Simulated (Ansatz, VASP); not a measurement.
**Two plane-wave programs on N**

INCAR

```
ALGO = Normal ; EDIFF = 1E-6
ENCUT = 520 ; GGA = PS
ISIF = 2 ; ISMEAR = 0
LASPH = True ; LCHARG = True
LELF = True ; LREAL = False
LVHAR = True ; LWAVE = False
NBANDS = 12 ; NELM = 100
PREC = Accurate ; SIGMA = 0.1
```

Contents of KPOINTS:

```
k-points
0
Gamma
  12 12 6
```

The input POSCAR:

```
N
1.0
    3.6214896162      0.0170925978      0.0235159307
   -1.7959421842      3.0979618921      0.0196701108
    0.0381672000      0.0589000000      5.7616569000
N
2
Direct
    0.3163478662      0.6529878148      0.2533803056
    0.6836521338      0.3470121852      0.7466196944
```

Input for Ansatz:

```yaml
crystal:
  lattice:
    - [3.6214896162, 0.0170925978, 0.0235159307]
    - [-1.7959421842, 3.0979618921, 0.0196701108]
    - [0.0381672, 0.0589, 5.7616569]
  atoms:
    - { symbol: "N", position: [0.3163478662, 0.6529878148, 0.2533803056] }
    - { symbol: "N", position: [0.6836521338, 0.3470121852, 0.7466196944] }
basis:
  ecutwfc: 420
kpoints:
  mp_grid: { grid: [12, 12, 6] }
hamiltonian:
  xc: pbesol
scf:
  occupations: { method: gaussian, width: 0.1 }
output:
  forces: true
  stress: true
  eigenvalues: true
```

Change from the starting cell: all atoms moved at random, cell strained at random.

Alike in both runs: task single point; functional PBEsol; k mesh 12 × 12 × 6; occupations gaussian, width 0.1 eV; no spin polarisation.

|  | VASP | Ansatz |
| --- | --- | --- |
| version | VASP 6.6.1 | Ansatz 0.2.0 |
| potentials or method | VASP PAW PBE potentials, release 64 (N), cutoff 520 eV | scalar-relativistic, plane waves, PAW |
| valence electrons in the cell | 10 | 10 |

|  | VASP | Ansatz | Ansatz less VASP |
| --- | --- | --- | --- |
| gap on the k mesh at the Fermi level (eV) | none | none | - |
| pressure (GPa) | -8.4 | -8.3 | +0.06 |
| traceless stress, the component that is largest in VASP (GPa) | -0.36 | -0.36 | -0.001 |
| rms of the force components (eV/Å) | 0.082 | 0.082 | -0.0002 |

VASP's potentials were made for PBE, not for PBEsol. Atom by atom the forces differ by 0.000 eV/Å (rms over components). A gap of «none» marks a metal or a gap that the smearing closes.
